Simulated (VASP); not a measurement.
A run of VASP 6.6.1 is set up as follows.

INCAR

```
SYSTEM = TiO2
PREC = Accurate
ENCUT = 520
EDIFF = 1E-6
ISMEAR = 0
SIGMA = 0.05
LREAL = .False.
LASPH = .True.
NELM = 80
ALGO = Normal
ISIF = 2
LWAVE = .False.
LCHARG = .False.
GGA = PS
NBANDS = 60
```

File KPOINTS:

```
regular mesh
0
Gamma
  7 7 3
  0 0 0
```

Contents of POSCAR:

```
TiO2
1.0
   -3.7706690430      0.0000000000      0.0000000000
    0.0000000000     -3.7706690430      0.0000000000
   -0.3770669043      0.0000000000      9.5463353711
Ti O
4 8
Direct
   -0.0875000000      0.0000000000      0.8750000000
    0.4625000000      0.5000000000      0.3750000000
    0.4375000000      0.0000000000      0.6250000000
   -0.0125000000      0.5000000000      0.1250000000
    0.4417380334      0.5000000000      0.5826196664
    0.9917380334      1.0000000000      0.0826196664
    0.4167380334      0.0000000000      0.8326196664
    0.9667380334      0.5000000000      0.3326196664
    0.4582619666      0.0000000000      0.4173803336
   -0.0917380334      0.5000000000      0.9173803336
   -0.0667380334      0.0000000000      0.6673803336
    0.4832619666      0.5000000000      0.1673803336
```

Potentials or basis: VASP PAW PBE potentials, release 64 (Ti_sv, O).

Launch:

```console
$ cat potpaw_PBE.64/Ti_sv/POTCAR potpaw_PBE.64/O/POTCAR > POTCAR
$ mpirun -np 1 vasp_std > vasp.out
```

(1) Estimate the pressure.

(2) Estimate the band gap on the k mesh.

(3) What does it give for the largest force?

## Answers

(1) -0.1 GPa.

(2) 2.07 eV (least direct gap 2.22 eV).

(3) 0.295 eV/Å.

Caveat: the PAW data sets were made with another functional, which shifts forces and pressure a little; an odd mesh through Γ misses points on the zone boundary, where band edges can lie.
